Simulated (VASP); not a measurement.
# ZrO2 (Cubic zirconia) (Fm-3m) in VASP: notebook, part 2 of 3

VASP 6.6.1. The steps go on from the part before.

### 3 Single point, PBE

This run uses another cell than the first one, of 10.64 Å³/atom, 1.043 times its volume.

INCAR

```
SYSTEM = ZrO2
ALGO = Normal
EDIFF = 1E-6
ENCUT = 600
GGA = PE
GGA_COMPAT = .False.
ISIF = 2
ISMEAR = 0
LASPH = .True.
LCHARG = .False.
LREAL = .False.
LWAVE = .False.
NBANDS = 19
NELM = 120
PREC = Accurate
SIGMA = 0.01
```

KPOINTS

```
k-points
0
Gamma
  6 6 6
  0 0 0
```

POSCAR

```
ZrO2
1.0
    0.0000000000      2.5179860645      2.5179860645
    2.5179860645      0.0000000000      2.5179860645
    2.5179860645      2.5179860645      0.0000000000
Zr O
1 2
Direct
    0.0000000000      0.0000000000      0.0000000000
    0.2500000000      0.2500000000      0.2500000000
    0.7500000000      0.7500000000      0.7500000000
```

Potentials or basis: VASP PAW PBE potentials, release 64 (Zr_sv, O).

Command:

```console
cat potpaw_PBE.64/Zr_sv/POTCAR potpaw_PBE.64/O/POTCAR > POTCAR
mpirun -np 1 vasp_std > vasp.out
```

OUTCAR:

```text
SYSTEM = ZrO2
   EDIFF = 1E-6
   ENCUT = 600
   GGA = PE
   ISIF = 2
   ISMEAR = 0
   LASPH = .True.
   LREAL = .False.
   NELM = 120
   PREC = Accurate

 ion  position               nearest neighbor table
   1  0.000  0.000  0.000-   3 2.18   2 2.18   3 2.18   2 2.18   3 2.18   3 2.18   2 2.18   2 2.18

   2  0.250  0.250  0.250-   1 2.18   1 2.18   1 2.18   1 2.18
   3  0.750  0.750  0.750-   1 2.18   1 2.18   1 2.18   1 2.18

  LATTYP: Found a face centered cubic cell.
 ALAT       =     5.0359721290

  Lattice vectors:

 A1 = (   0.0000000000,   2.5179860645,   2.5179860645)
 A2 = (   2.5179860645,   0.0000000000,   2.5179860645)
 A3 = (   2.5179860645,   2.5179860645,   0.0000000000)

Analysis of symmetry for initial positions (statically):
=====================================================================
 Subroutine PRICEL returns:
 Original cell was already a primitive cell.

 Routine SETGRP: Setting up the symmetry group for a
 face centered cubic supercell.

 Subroutine GETGRP returns: Found 48 space group operations
 (whereof 48 operations were pure point group operations)
 out of a pool of 48 trial point group operations.

The static configuration has the point symmetry O_h .

Analysis of symmetry for dynamics (positions and initial velocities):
=====================================================================
 Subroutine PRICEL returns:
 Original cell was already a primitive cell.

 Routine SETGRP: Setting up the symmetry group for a
 face centered cubic supercell.

 Subroutine GETGRP returns: Found 48 space group operations
 (whereof 48 operations were pure point group operations)
 out of a pool of 48 trial point group operations.

The dynamic configuration has the point symmetry O_h .

 Subroutine INISYM returns: Found 48 space group operations
 (whereof 48 operations are pure point group operations),
[... 103 lines left out ...]
   EFERMI =   0.00;   METHOD = LEGACY
   ISMEAR =     0;   SIGMA  =   0.01  broadening in eV -4-tet -1-fermi 0-gaus
   EFERMI_NEDOS =   21; number of points for ismear=-14 and -15
   IALGO  =     38    algorithm
   IMIX   =      4    mixing-type and parameters
     AMIX     =   0.40;   BMIX     =  1.00
     AMIX_MAG =   1.60;   BMIX_MAG =  1.00
  volume/ion in A,a.u.               =      10.64        71.82
  Fermi-wavevector in a.u.,A,eV,Ry     =   1.488499  2.812856 30.145472  2.215630
  Thomas-Fermi vector in A             =   2.601526
   LORBIT       =      0    0 simple, 1 ext, 2 COOP (PROOUT), +10 PAW based schemes
   GGA     = PE    functional components
   LHFCALC =     F    Hartree Fock is set to
   AEXX    =    0.0000 exact exchange contribution
   IVDW    =     0    specifies the selected vdW correction
   LEPSILON=     F    determine dielectric tensor
   LRPA    =     F    only Hartree local field effects (RPA)
 non-spin polarized calculation
 Gauss-broadening in eV      SIGMA  =   0.01
  energy-cutoff  :      600.00
  volume of cell :       31.93
 maximum number of plane-waves:      1090
   NGX = 15   NGY = 15   NGZ = 15

 number of electron      23.9999994 magnetization

 Free energy of the ion-electron system (eV)
  ---------------------------------------------------
  ext. energy  EPLUGINS =         0.00000000
  ---------------------------------------------------
  free energy    TOTEN  =       -28.51075583 eV

  energy without entropy =      -28.51075583  energy(sigma->0) =      -28.51075583

 E-fermi :   7.6946     XC(G=0): -11.9558

 val. band max:        7.5885872607   @ k =   0.5000   0.5000   0.0000
 cond. band min:      11.0298869335   @ k =   0.0000   0.0000   0.0000
 fundamental gap:      3.4412996728
 Fermi energy:         7.6945998070

 k-point     1 :       0.0000    0.0000    0.0000
  band No.  band energies     occupation
      1     -40.3489      2.00000
      2     -18.1728      2.00000
      3     -18.1728      2.00000
      4     -18.1728      2.00000
      5     -10.7613      2.00000
      6      -8.0865      2.00000
[... 329 lines left out ...]
      6      -8.6710      2.00000
[... 11 lines left out ...]
     18      20.3935      0.00000
     19      22.8404      0.00000

------------------------ aborting loop because EDIFF is reached ----------------------------------------

  FORCE on cell =-STRESS in cart. coord.  units (eV):
  Direction    XX          YY          ZZ          XY          YZ          ZX
  --------------------------------------------------------------------------------------
  -------------------------------------------------------------------------------------
  Total        2.4792685      2.4792685      2.4792685      0.0000000      0.0000000      0.0000000
  in kB      124.4068165    124.4068165    124.4068165      0.0000000      0.0000000      0.0000000
  external PRESSURE =     124.4068165 kB  Pullay stress =       0.0000000 kB

 VOLUME and BASIS-vectors are now :
 -----------------------------------------------------------------------------
  energy-cutoff  :      600.00
  volume of cell :       31.93
      direct lattice vectors                 reciprocal lattice vectors
     0.000000000  2.517986065  2.517986065    -0.198571393  0.198571393  0.198571393
     2.517986065  0.000000000  2.517986065     0.198571393 -0.198571393  0.198571393
     2.517986065  2.517986065  0.000000000     0.198571393  0.198571393 -0.198571393

 POSITION                                       TOTAL-FORCE (eV/Angst)
 -----------------------------------------------------------------------------------
      0.00000      0.00000      0.00000        -0.000000      0.000000     -0.000000
      1.25899      1.25899      1.25899        -0.000000     -0.000000     -0.000000
      3.77698      3.77698      3.77698         0.000000      0.000000      0.000000
 -----------------------------------------------------------------------------------
    total drift:                                0.000000      0.000000      0.000000

  FREE ENERGIE OF THE ION-ELECTRON SYSTEM (eV)
  ---------------------------------------------------
  free  energy   TOTEN  =       -28.5107558301 eV

  energy  without entropy=      -28.5107558301  energy(sigma->0) =      -28.51075583
```

OSZICAR:

```text
N       E                     dE             d eps       ncg     rms          rms(c)
DAV:   1     0.191259590906E+03    0.19126E+03   -0.15358E+04   608   0.144E+03
DAV:   2    -0.253500889507E+02   -0.21661E+03   -0.20864E+03   737   0.360E+02
DAV:   3    -0.345020176264E+02   -0.91519E+01   -0.90994E+01   822   0.704E+01
DAV:   4    -0.347714900015E+02   -0.26947E+00   -0.26907E+00   825   0.917E+00
DAV:   5    -0.347748303381E+02   -0.33403E-02   -0.33402E-02   793   0.103E+00    0.258E+01
DAV:   6    -0.285779559441E+02    0.61969E+01   -0.22503E+01   640   0.398E+01    0.904E+00
DAV:   7    -0.285367851616E+02    0.41171E-01   -0.95302E-01   756   0.757E+00    0.730E+00
DAV:   8    -0.285312496020E+02    0.55356E-02   -0.35466E-01   668   0.558E+00    0.327E+00
DAV:   9    -0.285097860663E+02    0.21464E-01   -0.64935E-02   656   0.222E+00    0.338E-01
DAV:  10    -0.285109821321E+02   -0.11961E-02   -0.62521E-03   733   0.763E-01    0.403E-01
DAV:  11    -0.285107307647E+02    0.25137E-03   -0.90295E-04   659   0.311E-01    0.479E-02
DAV:  12    -0.285107666748E+02   -0.35910E-04   -0.80551E-05   718   0.695E-02    0.737E-02
DAV:  13    -0.285107550568E+02    0.11618E-04   -0.44944E-05   724   0.568E-02    0.665E-03
DAV:  14    -0.285107560759E+02   -0.10190E-05   -0.36219E-06   703   0.194E-02    0.117E-02
DAV:  15    -0.285107558301E+02    0.24579E-06   -0.68310E-07   446   0.775E-03
   1 F= -.28510756E+02 E0= -.28510756E+02  d E =-.121678E-52
```

stdout:

```text
POSCAR found type information on POSCAR ZrO
 POSCAR found :  2 types and       3 ions
 scaLAPACK will be used
 LDA part: xc-table for (Slater+PW92), standard interpolation
 POSCAR, INCAR and KPOINTS ok, starting setup
 FFT: planning ... GRIDC
 FFT: planning ... GRID_SOFT
 FFT: planning ... GRID
 WAVECAR not read
 entering main loop
```

Wall time 21 s (1 thread of Intel Xeon Platinum 8375C at 2.90GHz (Ice Lake), shared host); peak memory 0.16 GiB.

What came out:

- Free energy: -28.5108 eV
- Pressure: 12.4 GPa
- Band gap on the k mesh: 3.44 eV, indirect (least direct gap 3.91 eV)

A k mesh can miss the band edges. As with any semilocal functional, this PBE gap is likely too small.

### 4 Single point, PBE

This run uses another cell than the first one, of 10.86 Å³/atom, 1.064 times its volume.

INCAR

```
PREC = Accurate ; ENCUT = 600
EDIFF = 1E-6 ; ISMEAR = 0
SIGMA = 0.01 ; LREAL = False
LASPH = True ; NELM = 120
ALGO = Normal ; ISIF = 2
LWAVE = False ; LCHARG = False
GGA = PE ; NBANDS = 19
GGA_COMPAT = False
```

KPOINTS

```
regular mesh
0
Gamma
  6 6 6
```

POSCAR

```
ZrO2
1.0
    0.0000000000      2.5350000000      2.5350000000
    2.5350000000      0.0000000000      2.5350000000
    2.5350000000      2.5350000000      0.0000000000
Zr O
1 2
Direct
    0.0000000000      0.0000000000      0.0000000000
    0.2500000000      0.2500000000      0.2500000000
    0.7500000000      0.7500000000      0.7500000000
```

Command:

```console
cat potpaw_PBE.64/Zr_sv/POTCAR potpaw_PBE.64/O/POTCAR > POTCAR
mpirun -np 1 vasp_std > vasp.out
```

Run time: 25 s. Hardware: 1 thread of Intel Xeon Platinum 8375C at 2.90GHz (Ice Lake), shared host; peak memory 0.17 GiB.

Results (log left out):

```
Free energy            : -28.5518 eV
Pressure               : 6.9 GPa
Band gap on the k mesh : 3.39 eV, indirect (least direct gap 3.84 eV)
```

Levels at points of the mesh, in eV from the valence-band top:
| k point | band 9 | band 10 | band 11 | band 12 | band 13 | band 14 | band 15 | band 16 |
| --- | --- | --- | --- | --- | --- | --- | --- | --- |
| (0.00, 0.00, 0.00) | -5.30 | -0.54 | -0.54 | -0.54 | 3.39 | 3.39 | 6.67 | 9.51 |
| (0.50, 0.00, 0.00) | -2.55 | -2.48 | -1.65 | -1.65 | 4.04 | 4.04 | 6.19 | 8.59 |
| (0.50, 0.50, 0.00) | -3.17 | -1.53 | -1.53 | 0.00 | 3.84 | 4.80 | 5.94 | 7.38 |

### 5 Single point, PBE

This run uses another cell than the first one, of 11.08 Å³/atom, 1.085 times its volume.

INCAR

```
SYSTEM = ZrO2
PREC = Accurate ; ENCUT = 600
EDIFF = 1E-6 ; ISMEAR = 0
SIGMA = 0.01 ; LREAL = .False.
LASPH = .True. ; NELM = 120
ALGO = Normal ; ISIF = 2
LWAVE = .False. ; LCHARG = .False.
GGA = PE ; NBANDS = 19
GGA_COMPAT = .False.
```

KPOINTS

```
regular mesh
0
Gamma
  6 6 6
  0 0 0
```

POSCAR

```
ZrO2
1.0
    0.0000000000      2.5517885687      2.5517885687
    2.5517885687      0.0000000000      2.5517885687
    2.5517885687      2.5517885687      0.0000000000
Zr O
1 2
Direct
    0.0000000000      0.0000000000      0.0000000000
    0.2500000000      0.2500000000      0.2500000000
    0.7500000000      0.7500000000      0.7500000000
```

Potentials or basis: VASP PAW PBE potentials, release 64 (Zr_sv, O).

Command:

```console
cat potpaw_PBE.64/Zr_sv/POTCAR potpaw_PBE.64/O/POTCAR > POTCAR
mpirun -np 1 vasp_std > vasp.out
```

OUTCAR:

```text
SYSTEM = ZrO2
   PREC = Accurate
   ENCUT = 600
   EDIFF = 1E-6
   ISMEAR = 0
   LREAL = .False.
   LASPH = .True.
   NELM = 120
   ISIF = 2
   GGA = PE

 ion  position               nearest neighbor table
   1  0.000  0.000  0.000-   3 2.21   3 2.21   3 2.21   2 2.21   3 2.21   2 2.21   2 2.21   2 2.21

   2  0.250  0.250  0.250-   1 2.21   1 2.21   1 2.21   1 2.21
   3  0.750  0.750  0.750-   1 2.21   1 2.21   1 2.21   1 2.21

  LATTYP: Found a face centered cubic cell.
 ALAT       =     5.1035771374

[... 534 lines left out ...]

  FORCE on cell =-STRESS in cart. coord.  units (eV):
  Direction    XX          YY          ZZ          XY          YZ          ZX
  --------------------------------------------------------------------------------------
  -------------------------------------------------------------------------------------
  Total        0.3748821      0.3748821      0.3748821      0.0000000      0.0000000     -0.0000000
  in kB       18.0734585     18.0734585     18.0734585      0.0000000      0.0000000     -0.0000000
  external PRESSURE =      18.0734585 kB  Pullay stress =       0.0000000 kB

 VOLUME and BASIS-vectors are now :
 -----------------------------------------------------------------------------
  energy-cutoff  :      600.00
  volume of cell :       33.23
      direct lattice vectors                 reciprocal lattice vectors
     0.000000000  2.551788569  2.551788569    -0.195940998  0.195940998  0.195940998
     2.551788569  0.000000000  2.551788569     0.195940998 -0.195940998  0.195940998
     2.551788569  2.551788569  0.000000000     0.195940998  0.195940998 -0.195940998

 POSITION                                       TOTAL-FORCE (eV/Angst)
 -----------------------------------------------------------------------------------
      0.00000      0.00000      0.00000         0.000000      0.000000     -0.000000
      1.27589      1.27589      1.27589        -0.000000     -0.000000     -0.000000
      3.82768      3.82768      3.82768         0.000000     -0.000000      0.000000
 -----------------------------------------------------------------------------------
    total drift:                                0.000000     -0.000000      0.000000

  FREE ENERGIE OF THE ION-ELECTRON SYSTEM (eV)
  ---------------------------------------------------
  free  energy   TOTEN  =       -28.5712895877 eV

  energy  without entropy=      -28.5712895877  energy(sigma->0) =      -28.57128959
```

OSZICAR:

```text
N       E                     dE             d eps       ncg     rms          rms(c)
DAV:   1     0.194829409801E+03    0.19483E+03   -0.15485E+04   608   0.146E+03
DAV:   2    -0.241867354178E+02   -0.21902E+03   -0.21349E+03   710   0.363E+02
DAV:   3    -0.346687586679E+02   -0.10482E+02   -0.10405E+02   859   0.741E+01
DAV:   4    -0.349268782122E+02   -0.25812E+00   -0.25732E+00   806   0.851E+00
DAV:   5    -0.349307110366E+02   -0.38328E-02   -0.38326E-02   755   0.107E+00    0.238E+01
DAV:   6    -0.286662132333E+02    0.62645E+01   -0.23373E+01   646   0.395E+01    0.825E+00
DAV:   7    -0.286038382842E+02    0.62375E-01   -0.10534E+00   748   0.780E+00    0.663E+00
DAV:   8    -0.285890691817E+02    0.14769E-01   -0.36696E-01   647   0.563E+00    0.276E+00
DAV:   9    -0.285700827143E+02    0.18986E-01   -0.56901E-02   676   0.211E+00    0.354E-01
DAV:  10    -0.285714863467E+02   -0.14036E-02   -0.62233E-03   684   0.748E-01    0.355E-01
DAV:  11    -0.285712594752E+02    0.22687E-03   -0.92680E-04   656   0.308E-01    0.367E-02
DAV:  12    -0.285713019524E+02   -0.42477E-04   -0.92093E-05   687   0.726E-02    0.645E-02
DAV:  13    -0.285712887792E+02    0.13173E-04   -0.44198E-05   732   0.534E-02    0.606E-03
DAV:  14    -0.285712900624E+02   -0.12832E-05   -0.41384E-06   686   0.204E-02    0.131E-02
DAV:  15    -0.285712895877E+02    0.47467E-06   -0.10951E-06   531   0.982E-03
   1 F= -.28571290E+02 E0= -.28571290E+02  d E =-.534432E-52
```

stdout:

```text
POSCAR found type information on POSCAR ZrO
 POSCAR found :  2 types and       3 ions
 scaLAPACK will be used
 LDA part: xc-table for (Slater+PW92), standard interpolation
 POSCAR, INCAR and KPOINTS ok, starting setup
 FFT: planning ... GRIDC
 FFT: planning ... GRID_SOFT
 FFT: planning ... GRID
 WAVECAR not read
 entering main loop
```

Run time: 24 s. Hardware: 1 thread of Intel Xeon Platinum 8375C at 2.90GHz (Ice Lake), shared host; peak memory 0.17 GiB.

What came out:

```yaml
Free_energy: -28.5713 eV
Pressure: 1.8 GPa
Band_gap_on_the_k_mesh: 3.33 eV, indirect (least direct gap 3.77 eV)
```

(Part 2 of 3 ends here.)
